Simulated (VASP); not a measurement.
Set up this calculation in VASP 6.6.1, as the native input.

```yaml
Task: single point
Functional: PBE
Potentials_or_basis: VASP PAW PBE potentials, release 64 (Si, C)
Cutoff: 520 eV
k_mesh: 10 × 10 × 10
Occupations: fermi-dirac, width 0.02 eV
Spin: no spin polarisation
Dipole_correction: no
Further_INCAR_settings: ALGO = Normal; EDIFF = 1e-06; NBANDS = 11
```

The structure of SiC lies in POSCAR:

```
SiC
1.0
    0.0000000000      2.2046245912      2.2046245912
    2.2046245912      0.0000000000      2.2046245912
    2.2046245912      2.2046245912      0.0000000000
Si C
1 1
Direct
    0.0000000000      0.0000000000      0.0000000000
    0.2500000000      0.2500000000      0.2500000000
```

This cell differs from its parent crystal: strain +1.2%.

These files were run (other wordings do the same):

INCAR

```
PREC = Accurate ; ENCUT = 520
EDIFF = 1E-6 ; ISMEAR = -1
SIGMA = 0.02 ; LREAL = False
LASPH = True ; NELM = 100
ALGO = Normal ; ISIF = 2
LWAVE = False ; LCHARG = False
GGA = PE ; NBANDS = 11
```

KPOINTS

```
regular mesh
0
Gamma
  10 10 10
```

Potentials or basis: VASP PAW PBE potentials, release 64 (Si, C).

Command:

```console
$ cat potpaw_PBE.64/Si/POTCAR potpaw_PBE.64/C/POTCAR > POTCAR
$ mpirun -np 1 vasp_std > vasp.out
```

It gave:

* Pressure: -4.2 GPa
* Band gap on the k mesh: 1.39 eV, indirect (least direct gap 4.51 eV)

Caveat: the cell differs from its parent crystal (strain +1.2%).

It took 14 s on 1 thread of AMD EPYC 7R13 (shared host), peak memory 0.11 GiB.
